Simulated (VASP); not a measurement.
Here is a VASP 6.6.1 calculation.

The input INCAR:

```
PREC     = Accurate       # precision mode
ENCUT    = 520            # plane-wave cutoff, eV
EDIFF    = 1E-7           # SCF threshold, eV
ISMEAR   = -1             # smearing method
SIGMA    = 0.05           # smearing width, eV
LREAL    = Auto         
LASPH    = True           # aspherical terms in the spheres
NELM     = 100            # most SCF steps
ALGO     = Normal         # electronic algorithm
ISIF     = 2              # what is computed and relaxed
LWAVE    = False          # write WAVECAR
LCHARG   = False          # write CHGCAR
NBANDS   = 53             # bands
```

KPOINTS

```
regular mesh
0
Gamma
  2 2 2
```

POSCAR

```
Si16Ge
1.0
    0.0000000000      5.4300000000      5.4300000000
    5.4300000000      0.0000000000      5.4300000000
    5.4300000000      5.4300000000      0.0000000000
Si Ge
16 1
Direct
    0.0002084715      0.0003325967     -0.0010779006
    0.1213388582      0.1213372007      0.1212760589
   -0.0042924494     -0.0042699816      0.5040274401
    0.1217941989      0.1218074586      0.6345715470
   -0.0044249540      0.5045192449     -0.0046730203
    0.1214072744      0.6358628913      0.1213247698
   -0.0042712707      0.5044655617      0.5040174954
    0.1269549724      0.6244582873      0.6240744936
    0.5044778085     -0.0043905157     -0.0046610497
    0.6357500000      0.1214487109      0.1213529466
    0.5044231123     -0.0042360037      0.5040118785
    0.6244350829      0.1269588398      0.6240844383
    0.5044693370      0.5045059853     -0.0046415285
    0.6243245856      0.6243577348      0.1269054328
    0.5000187845      0.5000289134      0.4999068140
    0.6244508287      0.6244834254      0.6241005525
    0.2502772560      0.2504689687      1.2484623389
```

Potentials or basis: VASP PAW LDA potentials, release 64 (Si, Ge_d).

Command:

```bash
$ cat potpaw_LDA.64/Si/POTCAR potpaw_LDA.64/Ge_d/POTCAR > POTCAR
$ mpirun -np 1 vasp_std > vasp.out
```

Q: What does it give for the pressure?

A: 3.0 GPa.

Q: What does it give for the band gap on the k mesh?

A: Zero (bands 39 and 40 overlap by 0.30 eV).

Q: What does it give for the largest force?

A: 0.020 eV/Å.

Forces in eV/Å, atoms in the order of the input:
```
Si   0.006  0.007 -0.005
Si  -0.010 -0.012  0.002
Si   0.000  0.000 -0.003
Si  -0.003 -0.003  0.001
Si   0.002  0.004 -0.002
Si  -0.005 -0.010  0.007
Si   0.003  0.000  0.001
Si   0.002 -0.003 -0.002
Si   0.004  0.003 -0.002
Si  -0.009 -0.005  0.007
Si   0.000  0.003  0.001
Si  -0.002  0.002 -0.003
Si   0.002  0.002 -0.003
Si  -0.006 -0.006  0.006
Si   0.001  0.001 -0.001
Si   0.002  0.002  0.002
Ge   0.012  0.014 -0.007
```

Caveat: the k points lie up to 0.50 Å⁻¹ apart.
